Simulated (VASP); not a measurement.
# SnO2 in VASP: a series of runs

SnO2 is run at these levels: PBE; tasks: single point.

Program: VASP 6.6.1. These are calculated values, not measurements. Logs are shortened: lines on timing, memory, paths and dates and some standing lists are left out, and cuts for length are marked.

## (1) The cell of the first run

The structure is tetragonal, space group P4_2/mnm (No. 136). Conventional cell: a = 4.738 Å, b = 4.738 Å, c = 3.187 Å, α = 90.00°, β = 90.00°, γ = 90.00°. Within 2.7 Å of Sn (site symmetry mmm) lie 6 O at 2.05 to 2.06 Å. Within 2.7 Å of O (site symmetry m2m) lie 3 Sn at 2.05 to 2.06 Å and 1 O at 2.59 Å.

## (2) Single point, PBE

Contents of INCAR:

```
SYSTEM = SnO2
PREC = Accurate ; ENCUT = 520
EDIFF = 1E-6 ; ISMEAR = -1
SIGMA = 0.02 ; LREAL = .False.
LASPH = .True. ; NELM = 80
ALGO = Normal ; ISIF = 2
LWAVE = .False. ; LCHARG = .False.
GGA = PE ; NBANDS = 35
```

Contents of KPOINTS:

```
regular mesh
0
Gamma
  4 4 6
  0 0 0
```

Contents of POSCAR:

```
SnO2
1.0
    4.7380000000      0.0000000000      0.0000000000
    0.0000000000      4.7380000000      0.0000000000
    0.0000000000      0.0000000000      3.1865000000
Sn O
2 4
Direct
    0.0000000000      0.0000000000      0.0000000000
    0.5000000000      0.5000000000      0.5000000000
    0.3071000000      0.3071000000      0.0000000000
    0.1929000000      0.8071000000      0.5000000000
    0.6929000000      0.6929000000      0.0000000000
    0.8071000000      0.1929000000      0.5000000000
```

Potentials or basis: VASP PAW PBE potentials, release 64 (Sn_d, O).

Started as:

```console
$ cat potpaw_PBE.64/Sn_d/POTCAR potpaw_PBE.64/O/POTCAR > POTCAR
$ mpirun -np 1 vasp_std > vasp.out
```

OUTCAR:

```text
SYSTEM = SnO2
   PREC = Accurate
   ENCUT = 520
   EDIFF = 1E-6
   ISMEAR = -1
   LREAL = .False.
   LASPH = .True.
   NELM = 80
   ISIF = 2
   GGA = PE

 ion  position               nearest neighbor table
   1  0.000  0.000  0.000-   4 2.05   6 2.05   4 2.05   6 2.05   5 2.06   3 2.06   2 3.71   2 3.71
                             2 3.71   2 3.71   2 3.71   2 3.71   2 3.71   2 3.71
   2  0.500  0.500  0.500-   3 2.05   5 2.05   3 2.05   5 2.05   4 2.06   6 2.06   1 3.71   1 3.71
                             1 3.71   1 3.71   1 3.71   1 3.71   1 3.71   1 3.71
   3  0.307  0.307  0.000-   2 2.05   2 2.05   1 2.06
   4  0.193  0.807  0.500-   1 2.05   1 2.05   2 2.06
   5  0.693  0.693  0.000-   2 2.05   2 2.05   1 2.06
   6  0.807  0.193  0.500-   1 2.05   1 2.05   2 2.06

  LATTYP: Found a simple tetragonal cell.
 ALAT       =     4.7380000000
 C/A-ratio  =     0.6725411566

  Lattice vectors:

 A1 = (   4.7380000000,   0.0000000000,   0.0000000000)
 A2 = (   0.0000000000,   4.7380000000,   0.0000000000)
 A3 = (   0.0000000000,   0.0000000000,   3.1865000000)

Analysis of symmetry for initial positions (statically):
=====================================================================
 Subroutine PRICEL returns:
 Original cell was already a primitive cell.

 Routine SETGRP: Setting up the symmetry group for a
 simple tetragonal supercell.

 Subroutine GETGRP returns: Found 16 space group operations
 (whereof  8 operations were pure point group operations)
 out of a pool of 16 trial point group operations.

The static configuration has the point symmetry D_2h.
 The point group associated with its full space group is D_4h.

Analysis of symmetry for dynamics (positions and initial velocities):
=====================================================================
 Subroutine PRICEL returns:
 Original cell was already a primitive cell.

 Routine SETGRP: Setting up the symmetry group for a
 simple tetragonal supercell.

 Subroutine GETGRP returns: Found 16 space group operations
 (whereof  8 operations were pure point group operations)
 out of a pool of 16 trial point group operations.

The dynamic configuration has the point symmetry D_2h.
 The point group associated with its full space group is D_4h.

 Subroutine INISYM returns: Found 16 space group operations
 (whereof  8 operations are pure point group operations),
 and found     1 'primitive' translations

[... 103 lines left out ...]
   EDIFFG = 0.1E-04   stopping-criterion for IOM
   NSW    =      0    number of steps for IOM
   IBRION =     -1    ionic relax: 0-MD 1-quasi-New 2-CG
   NFREE  =      0    steps in history (QN), initial steepest desc. (CG)
   ISIF   =      2    stress and relaxation
   ISYM   =      2    0-nonsym 1-usesym 2-fastsym
   POTIM  = 0.5000    time-step for ionic-motion
   TEBEG  =    0.0;   TEEND  =   0.0 temperature during run
   PSTRESS=    0.0 pullay stress
   NELECT =      52.0000    total number of electrons
   NUPDOWN=      -1.0000    fix difference up-down
   EMIN   =  10.00;   EMAX   =-10.00  energy-range for DOS
   EFERMI =   0.00;   METHOD = LEGACY
   ISMEAR =    -1;   SIGMA  =   0.02  broadening in eV -4-tet -1-fermi 0-gaus
   EFERMI_NEDOS =   21; number of points for ismear=-14 and -15
   IALGO  =     38    algorithm
   IMIX   =      4    mixing-type and parameters
     AMIX     =   0.40;   BMIX     =  1.00
     AMIX_MAG =   1.60;   BMIX_MAG =  1.00
  volume/ion in A,a.u.               =      11.92        80.45
  Fermi-wavevector in a.u.,A,eV,Ry     =   1.472000  2.781677 29.480903  2.166785
  Thomas-Fermi vector in A             =   2.587068
   LORBIT       =      0    0 simple, 1 ext, 2 COOP (PROOUT), +10 PAW based schemes
   GGA     = PE    functional components
   LHFCALC =     F    Hartree Fock is set to
   AEXX    =    0.0000 exact exchange contribution
   IVDW    =     0    specifies the selected vdW correction
   LEPSILON=     F    determine dielectric tensor
   LRPA    =     F    only Hartree local field effects (RPA)
 non-spin polarized calculation
  energy-cutoff  :      520.00
  volume of cell :       71.53
 maximum number of plane-waves:      1992
 NGX is ok and might be reduce to    36
   NGX = 17   NGY = 17   NGZ = 11

 number of electron      51.9999993 magnetization

 Free energy of the ion-electron system (eV)
  ---------------------------------------------------
  ext. energy  EPLUGINS =         0.00000000
  ---------------------------------------------------
  free energy    TOTEN  =       -37.15833262 eV

  energy without entropy =      -37.15833262  energy(sigma->0) =      -37.15833262

 E-fermi :   6.5952     XC(G=0): -11.2574

 val. band max:        6.1439704116   @ k =   0.0000   0.0000   0.0000
 cond. band min:       7.4160197353   @ k =   0.0000   0.0000   0.0000
 fundamental gap:      1.2720493238
 Fermi energy:         6.5951699987

 k-point     1 :       0.0000    0.0000    0.0000
  band No.  band energies     occupation
      1     -14.9633      2.00000
      2     -14.1853      2.00000
      3     -13.9020      2.00000
      4     -13.8801      2.00000
      5     -13.8801      2.00000
      6     -13.8001      2.00000
[... 901 lines left out ...]
     34      17.3599      0.00000
     35      19.3410      0.00000

------------------------ aborting loop because EDIFF is reached ----------------------------------------

  FORCE on cell =-STRESS in cart. coord.  units (eV):
  Direction    XX          YY          ZZ          XY          YZ          ZX
  --------------------------------------------------------------------------------------
  -------------------------------------------------------------------------------------
  Total        4.7716292      4.7716292      6.2410120      0.0000000      0.0000000      0.0000000
  in kB      106.8742887    106.8742887    139.7853191      0.0000000      0.0000000      0.0000000
  external PRESSURE =     117.8446322 kB  Pullay stress =       0.0000000 kB

 VOLUME and BASIS-vectors are now :
 -----------------------------------------------------------------------------
  energy-cutoff  :      520.00
  volume of cell :       71.53
      direct lattice vectors                 reciprocal lattice vectors
     4.738000000  0.000000000  0.000000000     0.211059519  0.000000000  0.000000000
     0.000000000  4.738000000  0.000000000     0.000000000  0.211059519  0.000000000
     0.000000000  0.000000000  3.186500000     0.000000000  0.000000000  0.313823945

 POSITION                                       TOTAL-FORCE (eV/Angst)
 -----------------------------------------------------------------------------------
      0.00000      0.00000      0.00000         0.000000      0.000000     -0.000000
      2.36900      2.36900      1.59325         0.000000      0.000000     -0.000000
      1.45504      1.45504      0.00000        -0.207956     -0.207956      0.000000
      0.91396      3.82404      1.59325         0.207956     -0.207956     -0.000000
      3.28296      3.28296      0.00000         0.207956      0.207956     -0.000000
      3.82404      0.91396      1.59325        -0.207956      0.207956     -0.000000
 -----------------------------------------------------------------------------------
    total drift:                               -0.000000      0.000000      0.000000

  FREE ENERGIE OF THE ION-ELECTRON SYSTEM (eV)
  ---------------------------------------------------
  free  energy   TOTEN  =       -37.1583326167 eV

  energy  without entropy=      -37.1583326167  energy(sigma->0) =      -37.15833262
```

stdout:

```text
POSCAR found type information on POSCAR SnO
 POSCAR found :  2 types and       6 ions
 scaLAPACK will be used
 LDA part: xc-table for (Slater+PW92), standard interpolation
 POSCAR, INCAR and KPOINTS ok, starting setup
 FFT: planning ... GRIDC
 FFT: planning ... GRID_SOFT
 FFT: planning ... GRID
 WAVECAR not read
 entering main loop
```

Run time: 46 s. Hardware: 1 thread of Intel Xeon 8259CL, shared host; peak memory 0.2 GiB.

Results:

- Free energy: -37.1583 eV
- Pressure: 11.8 GPa
- Largest force: 0.294 eV/Å
- Band gap on the k mesh: 1.27 eV

Forces in eV/Å, atoms in the order of the input:
```
Sn   0.000  0.000  0.000
Sn   0.000  0.000  0.000
O   -0.208 -0.208  0.000
O    0.208 -0.208  0.000
O    0.208  0.208  0.000
O   -0.208  0.208  0.000
```

Caveat: the cell stands under pressure; spin-orbit coupling is left out, which moves the levels of the heavy elements. PBE gaps usually lie below the measured ones, often by a third to a half.

## (3) Single point, PBE

Contents of INCAR:

```
SYSTEM = SnO2
PREC = Accurate
ENCUT = 520
EDIFF = 1E-7
ISMEAR = -1
SIGMA = 0.02
LREAL = .FALSE.
LASPH = .TRUE.
NELM = 80
ALGO = Normal
ISIF = 2
LWAVE = .FALSE.
LCHARG = .FALSE.
GGA = PE
NBANDS = 35
```

Contents of KPOINTS:

```
Automatic mesh
0
G
  4 4 6
  0 0 0
```

POSCAR: that of step 2 with these lines changed.

```diff
@@ -2,5 +2,5 @@
 1.0
-    4.7380000000      0.0000000000      0.0000000000
-    0.0000000000      4.7380000000      0.0000000000
-    0.0000000000      0.0000000000      3.1865000000
+    4.7380000000     -0.0236900000     -0.0236900000
+   -0.0236900000      4.7380000000     -0.0236900000
+   -0.0159325000     -0.0159325000      3.1865000000
 Sn O
```

Potentials or basis: VASP PAW PBE potentials, release 64 (Sn_d, O).

Started as:

```console
$ cat potpaw_PBE.64/Sn_d/POTCAR potpaw_PBE.64/O/POTCAR > POTCAR
$ mpirun -np 1 vasp_std > vasp.out
```

OUTCAR:

```text
SYSTEM = SnO2
   PREC = Accurate
   ENCUT = 520
   EDIFF = 1E-7
   ISMEAR = -1
   LREAL = .FALSE.
   LASPH = .TRUE.
   NELM = 80
   ISIF = 2
   GGA = PE

 ion  position               nearest neighbor table
   1  0.000  0.000  0.000-   3 2.05   5 2.05   4 2.06   6 2.06   4 2.06   6 2.06   2 3.67   2 3.67
                             2 3.72   2 3.72   2 3.72   2 3.72   2 3.72   2 3.72
   2  0.500  0.500  0.500-   5 2.03   3 2.03   3 2.06   5 2.06   4 2.07   6 2.07   1 3.67   1 3.67
                             1 3.72   1 3.72   1 3.72   1 3.72   1 3.72   1 3.72
   3  0.307  0.307  0.000-   2 2.03   1 2.05   2 2.06
[... 1124 lines left out ...]
  Total        4.8011417      4.8011417      6.2725391      0.9492853      0.5452747      0.5452747
  in kB      107.5433970    107.5433970    140.5020316     21.2635606     12.2139056     12.2139052
  external PRESSURE =     118.5296085 kB  Pullay stress =       0.0000000 kB

 VOLUME and BASIS-vectors are now :
 -----------------------------------------------------------------------------
  energy-cutoff  :      520.00
  volume of cell :       71.53
      direct lattice vectors                 reciprocal lattice vectors
     4.738000000 -0.023690000 -0.023690000     0.211070125  0.001060654  0.001060654
    -0.023690000  4.738000000 -0.023690000     0.001060654  0.211070125  0.001060654
    -0.015932500 -0.015932500  3.186500000     0.001577084  0.001577084  0.313839716

 POSITION                                       TOTAL-FORCE (eV/Angst)
 -----------------------------------------------------------------------------------
      0.00000      0.00000      0.00000         0.000000     -0.000000      0.000000
      2.34919      2.34919      1.56956         0.000000     -0.000000      0.000000
      1.44776      1.44776     -0.01455        -0.188828     -0.188828     -0.137151
      0.88687      3.81150      1.56956         0.228025     -0.228025      0.000000
      3.26655      3.26655     -0.03283         0.188828      0.188828      0.137151
      3.81150      0.88687      1.56956        -0.228025      0.228025     -0.000000
 -----------------------------------------------------------------------------------
    total drift:                               -0.000000      0.000000      0.000000

  FREE ENERGIE OF THE ION-ELECTRON SYSTEM (eV)
  ---------------------------------------------------
  free  energy   TOTEN  =       -37.1477740060 eV

  energy  without entropy=      -37.1477740060  energy(sigma->0) =      -37.14777401
```

OSZICAR:

```text
N       E                     dE             d eps       ncg     rms          rms(c)
DAV:   1     0.643779038417E+03    0.64378E+03   -0.25585E+04  2629   0.233E+03
DAV:   2     0.573141841115E+02   -0.58646E+03   -0.55199E+03  2556   0.614E+02
DAV:   3    -0.385299745173E+02   -0.95844E+02   -0.94186E+02  2620   0.208E+02
DAV:   4    -0.432854752666E+02   -0.47555E+01   -0.47247E+01  2970   0.503E+01
DAV:   5    -0.434089376425E+02   -0.12346E+00   -0.12326E+00  2988   0.850E+00    0.162E+01
DAV:   6    -0.370543134423E+02    0.63546E+01   -0.17583E+01  3714   0.639E+01    0.629E+00
DAV:   7    -0.371757561977E+02   -0.12144E+00   -0.20805E+00  2712   0.797E+00    0.324E+00
DAV:   8    -0.371540229519E+02    0.21733E-01   -0.16523E-01  3406   0.431E+00    0.762E-01
DAV:   9    -0.371469848629E+02    0.70381E-02   -0.35247E-02  3839   0.306E+00    0.131E-01
DAV:  10    -0.371476211720E+02   -0.63631E-03   -0.38791E-03  2811   0.448E-01    0.722E-02
DAV:  11    -0.371477749786E+02   -0.15381E-03   -0.24464E-04  3156   0.116E-01    0.138E-02
DAV:  12    -0.371477747107E+02    0.26793E-06   -0.17556E-05  3284   0.377E-02    0.811E-03
DAV:  13    -0.371477742968E+02    0.41386E-06   -0.36027E-06  3258   0.356E-02    0.189E-03
DAV:  14    -0.371477741431E+02    0.15370E-06   -0.71055E-07  3004   0.727E-03    0.137E-03
DAV:  15    -0.371477740095E+02    0.13360E-06   -0.11197E-07  1924   0.584E-03    0.439E-04
DAV:  16    -0.371477740060E+02    0.35297E-08   -0.25608E-08  1494   0.166E-03
   1 F= -.37147774E+02 E0= -.37147774E+02  d E =-.685917E-11
```

Run time: 73 s. Hardware: 1 thread of Intel Xeon 8259CL, shared host; peak memory 0.21 GiB.

What came out:

```yaml
Free_energy: -37.1478 eV
Pressure: 11.9 GPa
Largest_force: 0.322 eV/Å
Band_gap_on_the_k_mesh: 1.27 eV
```

Forces in eV/Å, atoms in the order of the input:
```
Sn   0.000  0.000  0.000
Sn   0.000  0.000  0.000
O   -0.189 -0.189 -0.137
O    0.228 -0.228  0.000
O    0.189  0.189  0.137
O   -0.228  0.228  0.000
```

Stress tensor (GPa, compression positive):
```
10.75  2.13  1.22
 2.13 10.75  1.22
 1.22  1.22 14.05
```

Levels at points of the mesh, in eV from the valence-band top:
```tsv
k point	band 22	band 23	band 24	band 25	band 26	band 27	band 28	band 29	band 30	band 31
(0.00, 0.00, 0.00)	-1.28	-1.18	-0.81	-0.75	0.00	1.27	6.15	6.32	6.37	10.49
(0.50, 0.00, 0.00)	-1.93	-1.23	-1.15	-0.64	-0.63	4.41	4.48	7.06	7.11	10.91
(0.50, 0.50, 0.00)	-1.95	-1.36	-1.26	-0.96	-0.84	4.80	4.87	7.51	7.53	10.91
(0.00, 0.00, 0.50)	-2.56	-1.69	-1.63	-1.33	-1.19	6.21	6.24	9.74	9.80	10.67
(0.50, 0.00, 0.50)	-1.68	-1.15	-1.06	-0.72	-0.67	6.48	6.54	7.98	8.16	11.01
(0.50, 0.50, 0.50)	-2.43	-1.00	-0.96	-0.89	-0.77	4.89	4.96	8.82	8.93	11.02
```

Caveat: the cell stands under pressure; spin-orbit coupling is left out, which moves the levels of the heavy elements.
